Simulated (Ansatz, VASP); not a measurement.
Li2Pd: VASP beside Ansatz

```
Li Pd
1.0
     4.24074    0.00000    0.00000
    -2.12037    3.67259    0.00000
     0.00000    0.00000    2.74098
Li Pd
2 1
Direct
  0.33333 0.66667 0.50000
  0.66667 0.33333 0.50000
  0.00000 0.00000 0.00000
```

Change from the starting cell: volume scaled by 1.01, PAW files.

Alike in both runs: task electric field gradients; functional LDA; k mesh 11 × 11 × 15; occupations fermi-dirac, width 0.08 eV; no spin polarisation.

|  | VASP | Ansatz |
| --- | --- | --- |
| version | VASP 6.6.1 | Ansatz 0.2.0 |
| potentials or method | VASP PAW LDA potentials, release 64 (Li_sv, Pd) | PAW with Ansatz's default frozen-core files, scalar-relativistic |
| plane-wave cutoff (eV) | 520 | 420 |
| valence electrons in the cell | 16 | 24 |

Ansatz gave:

```
size of Vzz on the site where it differs most (V/Å²) : 74.7
```

Task: Which values does VASP return?

Result: Size of Vzz on the site where it differs most (V/Å²): 78.4.

LDA's correlation is that of Perdew and Zunger in VASP and of Perdew and Wang (1992) in Ansatz. VASP's potentials hold 16 valence electrons a cell and Ansatz's 24, so a difference there can come from the potentials and not from the codes.

Noted on VASP's run: the cutoff is short for stress, so the pressure is rough.
